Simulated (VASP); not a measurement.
Here is a VASP 6.6.1 calculation.

File INCAR:

```
SYSTEM = Ti3CN3
ALGO     = Normal         ! electronic algorithm
DIPOL    = 0.5 0.5 0.356
EDIFF    = 1E-6           ! SCF threshold, eV
ENCUT    = 520            ! plane-wave cutoff, eV
GGA      = PE             ! functional
IDIPOL   = 3            
ISIF     = 2              ! what is computed and relaxed
ISMEAR   = 0              ! smearing method
LASPH    = .TRUE.         ! aspherical terms in the spheres
LCHARG   = .FALSE.        ! write CHGCAR
LDIPOL   = .TRUE.       
LREAL    = .FALSE.        ! projectors in reciprocal space
LWAVE    = .FALSE.        ! write WAVECAR
NBANDS   = 36             ! bands
NELM     = 80             ! most SCF steps
PREC     = Accurate       ! precision mode
SIGMA    = 0.1            ! smearing width, eV
```

Contents of KPOINTS:

```
k-points
0
G
  9 9 1
  0 0 0
```

POSCAR

```
Ti3CN3
1.0
    3.0028555065      0.0000000000      0.0000000000
   -1.5014277533      2.6005491526      0.0000000000
    0.0000000000      0.0000000000     21.5541471875
N Ti C
3 3 1
Direct
    0.3333333333      0.6666666667      0.1855791354
    0.0000000000      0.0000000000      0.2993308526
    0.6666666667      0.3333333333      0.4147299349
    0.6666666667      0.3333333333      0.2424549940
    0.3333333333      0.6666666667      0.3575097833
    0.0000000000      0.0000000000      0.4664599856
    0.1666666667      0.6666666667      0.5289003252
```

Potentials or basis: VASP PAW PBE potentials, release 64 (N, Ti_sv, C).

The run is started by

```console
$ cat potpaw_PBE.64/N/POTCAR potpaw_PBE.64/Ti_sv/POTCAR potpaw_PBE.64/C/POTCAR > POTCAR
$ mpirun -np 1 vasp_std > vasp.out
```

Task: What does it give for the largest force?

Result: 5.584 eV/Å.

Forces on the atoms (eV/Å):
```
N    0.002 -0.029  4.340
N   -0.029 -0.070  1.422
N   -0.758 -0.063 -1.726
Ti  -0.016  0.021 -5.584
Ti   0.081  0.143 -0.351
Ti  -0.526  1.072  1.869
C    1.246 -1.074  0.030
```
